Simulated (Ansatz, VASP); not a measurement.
**Two plane-wave programs on Sr**

INCAR

```
SYSTEM = Sr
PREC = Accurate
ENCUT = 520
EDIFF = 1E-6
ISMEAR = -1
SIGMA = 0.1
LREAL = .False.
LASPH = .True.
NELM = 80
ALGO = Normal
ISIF = 2
LWAVE = .False.
LCHARG = .False.
GGA = RE
NBANDS = 22
```

The input KPOINTS:

```
regular mesh
0
Gamma
  6 6 9
  0 0 0
```

File POSCAR:

```
Sr
1.0
    6.6644765693      0.0000000000      0.0000000000
   -3.3322382847      5.7716060119      0.0000000000
    0.0000000000      0.0000000000      3.9931080740
Sr
3
Direct
    0.0000000000      1.0000000000      0.0000000000
    0.3333333333      0.6666666667      0.5000000000
    0.6666666667      0.3333333333      0.5000000000
```

Input for Ansatz:

```yaml
crystal:
  lattice:
    - [6.6644765693, 0.0, 0.0]
    - [-3.3322382847, 5.7716060119, 0.0]
    - [0.0, 0.0, 3.993108074]
  atoms:
    - { symbol: Sr, position: [0.0, 1.0, 0.0] }
    - { symbol: Sr, position: [0.3333333333, 0.6666666667, 0.5] }
    - { symbol: Sr, position: [0.6666666667, 0.3333333333, 0.5] }
hamiltonian:
  xc: revpbe
  pseudopotentials:
    kind: paw
    azcp:
      Sr: "pseudopotentials/Sr.paw.azcp"
basis:
  ecutwfc: 420
  fft_grid_basis: typed
kpoints:
  mp_grid: { grid: [6, 6, 9], shift: [0, 0, 0] }
magnetization:
  spin_polarized: false
scf:
  occupations: { method: fermi_dirac, width: 0.1 }
  lower_state_search: "off"
output:
  stress: true
```

Alike in both runs: task single point; functional revPBE; k mesh 6 × 6 × 9; occupations fermi-dirac, width 0.1 eV; no spin polarisation.

|  | VASP | Ansatz |
| --- | --- | --- |
| version | VASP 6.6.1 | Ansatz 0.2.0 |
| potentials or method | VASP PAW PBE potentials, release 64 (Sr_sv), cutoff 520 eV | plane waves (420 eV) with PAW, scalar-relativistic |
| valence electrons in the cell | 30 | 30 |

|  | VASP | Ansatz | Ansatz less VASP |
| --- | --- | --- | --- |
| pressure (GPa) | 1.6 | 1.6 | -0.01 |
| traceless stress, the component that is largest in VASP (GPa) | -0.20 | -0.20 | +0.003 |

VASP's potentials were made for PBE, not for revPBE.
